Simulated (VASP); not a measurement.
Wanted: the native input for a VASP 6.6.1 run.

| Item | Value |
| --- | --- |
| Task | single point |
| Functional | PBEsol |
| Potentials or basis | VASP PAW PBE potentials, release 64 (F, Li_sv) |
| Cutoff | 520 eV |
| k mesh | 11 × 11 × 11 |
| Occupations | fermi-dirac, width 0.05 eV |
| Spin | no spin polarisation |
| Dipole correction | no |
| Further INCAR settings | ALGO = Normal; EDIFF = 1e-06; NBANDS = 12 |

The structure of LiF lies in POSCAR:

```
LiF
1.0
    0.0000000000      2.0004828142      2.0004828142
    2.0004828142      0.0000000000      2.0004828142
    2.0004828142      2.0004828142      0.0000000000
F Li
1 1
Direct
    0.5000000000      0.5000000000      0.5000000000
    0.0000000000      0.0000000000      0.0000000000
```

One way to write it, as run:

INCAR

```
SYSTEM = LiF
PREC = Accurate
ENCUT = 520
EDIFF = 1E-6
ISMEAR = -1
SIGMA = 0.05
LREAL = .FALSE.
LASPH = .TRUE.
NELM = 100
ALGO = Normal
ISIF = 2
LWAVE = .FALSE.
LCHARG = .FALSE.
GGA = PS
NBANDS = 12
```

KPOINTS

```
Automatic mesh
0
G
  11 11 11
  0 0 0
```

Potentials or basis: VASP PAW PBE potentials, release 64 (F, Li_sv).

The run is started by

```bash
$ cat potpaw_PBE.64/F/POTCAR potpaw_PBE.64/Li_sv/POTCAR > POTCAR
$ mpirun -np 1 vasp_std > vasp.out
```

Results of the run:

The band gap on the k mesh is 9.10 eV.

Caveat: an odd mesh through Γ misses points on the zone boundary, where band edges can lie.

Wall time 15 s on 1 thread of Intel Xeon 8259CL, with other jobs on the host, peak memory 0.13 GiB.
